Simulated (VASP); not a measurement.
Crystal: LuGe3O.

```
Lu Ge O
1.0
     4.02294    0.00000    0.00000
     0.00000    4.02294    0.00000
     0.00000    0.00000    5.41997
Lu Ge O
1 3 1
Direct
  0.50000 0.50000 0.72178
  0.50000 0.00000 0.23775
  0.00000 0.50000 0.23775
  0.00000 0.00000 0.59229
  0.00000 0.00000 0.01082
```

* Program: VASP 6.6.1
* Task: relaxation of cell and atoms
* Functional: PBE
* Potentials or basis: VASP PAW PBE potentials, release 64 (Lu, Ge_d, O)
* Cutoff: 600 eV
* k mesh: 4 × 4 × 4
* Occupations: gaussian, width 0.1 eV
* Spin: no spin polarisation

At the start: pressure 3.9 GPa; volume 17.54 Å³/atom.

Task: How do energy, volume and symmetry change on relaxing?

Result: Over 40 steps the energy falls by 198.0 meV/atom and the volume is 17.86 Å³/atom (+1.8 %); space group P4mm (No. 99, to 0.05 Å).

Step by step:
```
step  energy change (eV)  largest force (eV/Å)  pressure (GPa)  volume (Å³)
   1              0.0000                1.0953            3.92        87.72
   2             -0.1363                0.7964           -1.46        93.28
   3             -0.1393                0.7500           -2.21        94.28
   4             -0.2424                0.3793           -1.37        93.35
   5             -0.2748                0.5227            0.02        92.50
   6             -0.2760                0.2741           -0.34        92.69
   7             -0.2762                0.3353           -0.27        92.64
   8             -0.3204                0.5184            0.60        91.90
   9             -0.4586                1.6784            3.41        89.45
  10              0.4396               10.6483           17.04        83.37
  11             -0.4720                2.1043            4.03        88.95
  12             -0.4726                2.6211            4.99        88.35
  13             -0.4751                2.6479            5.02        88.33
  14             -0.4818                2.7301            5.18        88.25
  15             -0.4908                2.9428            5.50        88.09
  16             -0.4902                3.4485            6.09        87.75
  17             -0.5159                3.3033            5.80        87.86
  18             -0.5866                2.8907            5.04        88.18
  19             -0.7024                2.1786            3.63        88.81
  20             -0.8353                1.0669            1.42        89.97
  21             -0.8119                0.7346           -0.71        91.91
  22             -0.8695                0.4724            0.17        90.95
  23             -0.8698                0.4743            0.23        90.88
  24             -0.8749                0.4563            0.17        90.90
  25             -0.8888                0.4059           -0.06        90.97
  26             -0.9106                0.3397           -0.42        91.10
  27             -0.9377                0.2478           -1.06        91.36
  28             -0.9049                0.6323           -1.96        91.86
  29             -0.9414                0.1944           -1.39        91.47
  30             -0.9531                0.2591            0.02        89.73
  31             -0.9535                0.2726            0.34        89.35
  32             -0.9595                0.2435            0.32        89.18
  33             -0.9649                0.4002            0.35        88.77
  34             -0.9695                0.3669            0.29        88.83
  35             -0.9801                0.2676            0.12        89.01
  36             -0.9828                0.1274           -0.16        89.36
  37             -0.9849                0.1573           -0.04        89.22
  38             -0.9868                0.1011            0.00        89.17
  39             -0.9889                0.0726            0.18        89.07
  40             -0.9901                0.0253           -0.13        89.32
```

Final structure:
```
Lu Ge O
1.0
     4.55338    0.00000    0.00000
     0.00000    4.55338    0.00000
     0.00000    0.00000    4.30811
Lu Ge O
1 3 1
Direct
  0.50000 0.50000 0.69627
  0.50000 0.00000 0.21625
  0.00000 0.50000 0.21625
  0.00000 0.00000 0.61655
  0.00000 0.00000 0.05507
```

Caveat: the k points lie up to 0.36 Å⁻¹ apart in the final cell; an odd number of electrons without spin polarisation forces a metal; a magnetic or distorted state may lie lower.
